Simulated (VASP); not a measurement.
# AlP (l.bB) (F-43m) in VASP: notebook

Runs on AlP (l.bB). Level: LDA. Tasks: single point, relaxation of cell and atoms.

Program: VASP 6.6.1. These are calculated values, not measurements. Logs are shortened: lines on timing, memory, paths and dates and some standing lists are left out, and cuts for length are marked.

## 1. The cell of the first run

Symmetry: F-43m, No. 216, cubic system. The conventional cell has a = 5.434 Å, b = 5.434 Å, c = 5.434 Å, α = 90.00°, β = 90.00°, γ = 90.00°. Within 3.1 Å of Al (site symmetry -43m) lie 4 P at 2.35 Å. P (site symmetry -43m) has 4 Al at 2.35 Å within 3.1 Å.

## 2. Single point, LDA

The input, INCAR:

```
SYSTEM = AlP
PREC = Accurate
ENCUT = 500
EDIFF = 1E-6
ISMEAR = 0
SIGMA = 0.02
LREAL = .FALSE.
LASPH = .TRUE.
NELM = 120
ALGO = Normal
ISIF = 2
LWAVE = .FALSE.
LCHARG = .FALSE.
NBANDS = 11
GGA_COMPAT = .FALSE.
```

The input, KPOINTS:

```
regular mesh
0
G
  10 10 10
  0 0 0
```

The input, POSCAR:

```
AlP
1.0
    0.0000000000      2.7168541462      2.7168541462
    2.7168541462      0.0000000000      2.7168541462
    2.7168541462      2.7168541462      0.0000000000
Al P
1 1
Direct
    0.0000000000      0.0000000000      0.0000000000
    0.2500000000      0.2500000000      0.2500000000
```

Potentials or basis: VASP PAW LDA potentials, release 64 (Al, P).

Run with:

```console
$ cat potpaw_LDA.64/Al/POTCAR potpaw_LDA.64/P/POTCAR > POTCAR
$ mpirun -np 1 vasp_std > vasp.out
```

OUTCAR:

```text
SYSTEM = AlP
   PREC = Accurate
   ENCUT = 500
   EDIFF = 1E-6
   ISMEAR = 0
   LREAL = .FALSE.
   LASPH = .TRUE.
   NELM = 120
   ISIF = 2

 ion  position               nearest neighbor table
   1  0.000  0.000  0.000-   2 2.35   2 2.35   2 2.35   2 2.35
   2  0.250  0.250  0.250-   1 2.35   1 2.35   1 2.35   1 2.35

  LATTYP: Found a face centered cubic cell.
 ALAT       =     5.4337082924

  Lattice vectors:

 A1 = (   0.0000000000,   2.7168541462,   2.7168541462)
 A2 = (   2.7168541462,   0.0000000000,   2.7168541462)
 A3 = (   2.7168541462,   2.7168541462,   0.0000000000)

Analysis of symmetry for initial positions (statically):
=====================================================================
 Subroutine PRICEL returns:
 Original cell was already a primitive cell.

 Routine SETGRP: Setting up the symmetry group for a
 face centered cubic supercell.

 Subroutine GETGRP returns: Found 24 space group operations
 (whereof 24 operations were pure point group operations)
 out of a pool of 48 trial point group operations.

The static configuration has the point symmetry T_d .

Analysis of symmetry for dynamics (positions and initial velocities):
=====================================================================
 Subroutine PRICEL returns:
 Original cell was already a primitive cell.

 Routine SETGRP: Setting up the symmetry group for a
 face centered cubic supercell.

 Subroutine GETGRP returns: Found 24 space group operations
 (whereof 24 operations were pure point group operations)
 out of a pool of 48 trial point group operations.

The dynamic configuration has the point symmetry T_d .

 Subroutine INISYM returns: Found 24 space group operations
 (whereof 24 operations are pure point group operations),
 and found     1 'primitive' translations

----------------------------------------------------------------------------------------

                                     Primitive cell

  volume of cell :      40.1078

  direct lattice vectors                    reciprocal lattice vectors
     0.000000000  2.716854146  2.716854146    -0.184036379  0.184036379  0.184036379
     2.716854146  0.000000000  2.716854146     0.184036379 -0.184036379  0.184036379
     2.716854146  2.716854146  0.000000000     0.184036379  0.184036379 -0.184036379

  length of vectors
     3.842211981  3.842211981  3.842211981     0.318760359  0.318760359  0.318760359

  position of ions in fractional coordinates (direct lattice)
     0.000000000  0.000000000  0.000000000
     0.250000000  0.250000000  0.250000000

  ion indices of the primitive-cell ions
[... 79 lines left out ...]
   IBRION =     -1    ionic relax: 0-MD 1-quasi-New 2-CG
   NFREE  =      0    steps in history (QN), initial steepest desc. (CG)
   ISIF   =      2    stress and relaxation
   ISYM   =      2    0-nonsym 1-usesym 2-fastsym
   POTIM  = 0.5000    time-step for ionic-motion
   TEBEG  =    0.0;   TEEND  =   0.0 temperature during run
   PSTRESS=    0.0 pullay stress
   NELECT =       8.0000    total number of electrons
   NUPDOWN=      -1.0000    fix difference up-down
   EMIN   =  10.00;   EMAX   =-10.00  energy-range for DOS
   EFERMI =   0.00;   METHOD = LEGACY
   ISMEAR =     0;   SIGMA  =   0.02  broadening in eV -4-tet -1-fermi 0-gaus
   EFERMI_NEDOS =   21; number of points for ismear=-14 and -15
   IALGO  =     38    algorithm
   IMIX   =      4    mixing-type and parameters
     AMIX     =   0.40;   BMIX     =  1.00
     AMIX_MAG =   1.60;   BMIX_MAG =  1.00
  volume/ion in A,a.u.               =      20.05       135.33
  Fermi-wavevector in a.u.,A,eV,Ry     =   0.956522  1.807565 12.448449  0.914935
  Thomas-Fermi vector in A             =   2.085458
   LORBIT       =      0    0 simple, 1 ext, 2 COOP (PROOUT), +10 PAW based schemes
   GGA     = CA    functional components
   LHFCALC =     F    Hartree Fock is set to
   AEXX    =    0.0000 exact exchange contribution
   IVDW    =     0    specifies the selected vdW correction
   LEPSILON=     F    determine dielectric tensor
   LRPA    =     F    only Hartree local field effects (RPA)
 non-spin polarized calculation
 Gauss-broadening in eV      SIGMA  =   0.02
  energy-cutoff  :      500.00
  volume of cell :       40.11
 maximum number of plane-waves:      1034
   NGX = 13   NGY = 13   NGZ = 13

 number of electron       8.0000000 magnetization

 Free energy of the ion-electron system (eV)
  ---------------------------------------------------
  ext. energy  EPLUGINS =         0.00000000
  ---------------------------------------------------
  free energy    TOTEN  =       -11.41324446 eV

  energy without entropy =      -11.41324446  energy(sigma->0) =      -11.41324446

 E-fermi :   4.6630     XC(G=0):  -9.5042

 val. band max:        4.5836404054   @ k =   0.0000   0.0000   0.0000
 cond. band min:       5.9980166773   @ k =   0.5000   0.5000   0.0000
 fundamental gap:      1.4143762720
 Fermi energy:         4.6630143888

 k-point     1 :       0.0000    0.0000    0.0000
  band No.  band energies     occupation
      1      -7.0051      2.00000
      2       4.5836      2.00000
      3       4.5836      2.00000
      4       4.5836      2.00000
      5       7.8263      0.00000
      6       9.0766      0.00000
      7       9.0766      0.00000
      8       9.0766      0.00000
      9      13.4132      0.00000
     10      13.4132      0.00000
     11      14.6703      0.00000
[... 309 lines left out ...]
 k-point    24 :       0.4000    0.3000    0.0000
  band No.  band energies     occupation
      1      -5.3114      2.00000
      2       0.2238      2.00000
      3       2.4626      2.00000
      4       2.8008      2.00000
      5       6.8338      0.00000
      6       7.9159      0.00000
      7      12.5237      0.00000
      8      12.7926      0.00000
      9      15.1365      0.00000
     10      16.1116      0.00000
     11      18.1298      0.00000

 [... further k-points ...]
[... 5 lines left out ...]
  --------------------------------------------------------------------------------------
  -------------------------------------------------------------------------------------
  Total        0.0144877      0.0144877      0.0144877      0.0000000     -0.0000000      0.0000000
  in kB        0.5787380      0.5787380      0.5787380      0.0000000     -0.0000000      0.0000000
  external PRESSURE =       0.5787380 kB  Pullay stress =       0.0000000 kB

 VOLUME and BASIS-vectors are now :
 -----------------------------------------------------------------------------
  energy-cutoff  :      500.00
  volume of cell :       40.11
      direct lattice vectors                 reciprocal lattice vectors
     0.000000000  2.716854146  2.716854146    -0.184036379  0.184036379  0.184036379
     2.716854146  0.000000000  2.716854146     0.184036379 -0.184036379  0.184036379
     2.716854146  2.716854146  0.000000000     0.184036379  0.184036379 -0.184036379

 POSITION                                       TOTAL-FORCE (eV/Angst)
 -----------------------------------------------------------------------------------
      0.00000      0.00000      0.00000        -0.000000     -0.000000     -0.000000
      1.35843      1.35843      1.35843         0.000000      0.000000      0.000000
 -----------------------------------------------------------------------------------
    total drift:                               -0.000000     -0.000000     -0.000000

  FREE ENERGIE OF THE ION-ELECTRON SYSTEM (eV)
  ---------------------------------------------------
  free  energy   TOTEN  =       -11.4132444608 eV

  energy  without entropy=      -11.4132444608  energy(sigma->0) =      -11.41324446
```

OSZICAR:

```text
N       E                     dE             d eps       ncg     rms          rms(c)
DAV:   1     0.105911916973E+02    0.10591E+02   -0.30746E+03  1042   0.545E+02
DAV:   2    -0.109781589457E+02   -0.21569E+02   -0.20600E+02  1343   0.899E+01
DAV:   3    -0.118434299979E+02   -0.86527E+00   -0.86398E+00  1294   0.174E+01
DAV:   4    -0.118503200105E+02   -0.68900E-02   -0.68893E-02  1258   0.190E+00
DAV:   5    -0.118504127147E+02   -0.92704E-04   -0.92704E-04  1339   0.210E-01    0.470E+00
DAV:   6    -0.114841124916E+02    0.36630E+00   -0.69413E-01  1188   0.306E+00    0.293E+00
DAV:   7    -0.114184439839E+02    0.65669E-01   -0.22659E-01  1312   0.187E+00    0.145E+00
DAV:   8    -0.114133978254E+02    0.50462E-02   -0.17296E-02  1195   0.609E-01    0.183E-01
DAV:   9    -0.114132298827E+02    0.16794E-03   -0.11997E-03  1216   0.174E-01    0.567E-02
DAV:  10    -0.114132417801E+02   -0.11897E-04   -0.41105E-05  1252   0.335E-02    0.202E-02
DAV:  11    -0.114132447567E+02   -0.29766E-05   -0.65569E-06  1206   0.137E-02    0.147E-02
DAV:  12    -0.114132444608E+02    0.29585E-06   -0.12566E-06   741   0.476E-03
   1 F= -.11413244E+02 E0= -.11413244E+02  d E =-.488822E-11
```

Wall time 20 s (1 thread of Intel Xeon 8259CL, shared host); peak memory 0.14 GiB.

Results:

* Free energy: -11.4132 eV
* Pressure: 0.1 GPa
* Band gap on the k mesh: 1.41 eV, indirect (least direct gap 3.24 eV)

A k mesh can miss the band edges.

## 3. Relaxation of cell and atoms, LDA

This run uses another cell than the first one, of 20.46 Å³/atom, 1.020 times its volume.

The input, INCAR:

```
SYSTEM = AlP
PREC = Accurate ; ENCUT = 500
EDIFF = 1E-7 ; ISMEAR = 0
SIGMA = 0.02 ; LREAL = .FALSE.
LASPH = .TRUE. ; NELM = 120
ALGO = Normal ; ISIF = 3
LWAVE = .FALSE. ; LCHARG = .FALSE.
GGA = CA ; IBRION = 2
NSW = 100 ; EDIFFG = -0.002
GGA_COMPAT = .FALSE. ; NELMIN = 4
```

The input, KPOINTS:

```
Automatic mesh
0
G
  8 8 8
  0 0 0
```

The input, POSCAR:

```
AlP
1.0
    0.0000000000      2.7350000000      2.7350000000
    2.7350000000      0.0000000000      2.7350000000
    2.7350000000      2.7350000000      0.0000000000
Al P
1 1
Direct
    0.0000000000      0.0000000000      0.0000000000
    0.2500000000      0.2500000000      0.2500000000
```

Potentials or basis: VASP PAW LDA potentials, release 64 (Al, P).

Run with:

```console
$ cat potpaw_LDA.64/Al/POTCAR potpaw_LDA.64/P/POTCAR > POTCAR
$ mpirun -np 1 vasp_std > vasp.out
```

Run time: 22 s. Hardware: 1 thread of Intel Xeon 8259CL, shared host; peak memory 0.14 GiB.

The run converged. Its results:

```
Free energy                            : -11.4124 eV
Relaxed volume                         : 20.07 Å³/atom
Relaxed cell                           : a = 3.843 Å, b = 3.843 Å, c = 3.843 Å, α = 60.00°, β = 60.00°, γ = 60.00°
Space group after relaxing (to 0.05 Å) : F-43m (No. 216)
Energy gained by relaxing              : 2.1 meV/atom
Ionic steps                            : 3
Pressure after relaxing                : 0.0 GPa
Band gap on the k mesh                 : 1.42 eV, indirect (least direct gap 3.24 eV)
```

The path:
```tsv
step	energy change (eV)	largest force (eV/Å)	pressure (GPa)	volume (Å³)
1	0.0000	0.0000	-1.67	40.92
2	-0.0026	0.0000	1.09	39.66
3	-0.0041	0.0000	0.00	40.14
```

Final structure:
```
Al P
1.0
     0.00000    2.71750    2.71750
     2.71750    0.00000    2.71750
     2.71750    2.71750    0.00000
Al P
1 1
Cartesian
  0.0000 0.0000 0.0000
  1.3587 1.3587 1.3587
```

Levels at points of the mesh, in eV from the valence-band top:
| k point | band 2 | band 3 | band 4 | band 5 | band 6 | band 7 |
| --- | --- | --- | --- | --- | --- | --- |
| (0.00, 0.00, 0.00) | 0.00 | 0.00 | 0.00 | 3.24 | 4.49 | 4.49 |
| (0.50, 0.00, 0.00) | -5.64 | -0.78 | -0.78 | 2.72 | 4.74 | 4.74 |
| (0.50, 0.50, 0.00) | -5.40 | -2.15 | -2.15 | 1.42 | 2.33 | 11.00 |
